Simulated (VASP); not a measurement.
Runs of VASP 6.6.1 on SbAu. The structure is that of space group Pm-3m (No. 221), or close to it. The cells are those of the table. 

| task | level | cell | cutoff (eV) | gap on the mesh (eV) | pressure (GPa) | relaxed volume (Å³/atom) |
| --- | --- | --- | --- | --- | --- | --- |
| relaxation of cell and atoms | r2SCAN | relaxed from a = 3.572 Å, 2 atoms | 550 | none | 0.0 | 22.28 |
| single point | PBE | a = 3.568 Å, 2 atoms | 500 | none | -0.2 | - |
| single point | r2SCAN | a = 3.547 Å, 2 atoms | 550 | none | -0.2 | - |
| relaxation of cell and atoms | PBE | relaxed from a = 3.572 Å, 2 atoms | 500 | none | 0.0 | (a) |

Alike in all rows: potentials or basis VASP PAW PBE potentials, release 64 (Sb, Au); no spin polarisation; k mesh 5 × 5 × 5; smearing fermi-dirac 0.1 eV.

Fill in the values left out.

(a) 22.64.

Caveats: spin-orbit coupling is left out, which moves the levels of the heavy elements; the PAW data sets were made with another functional, which shifts forces and pressure a little (some runs).

A k mesh can miss the band edges, and the runs leave out spin-orbit coupling on Au, Sb.

A gap of «none» marks levels without a gap at the run's occupations.
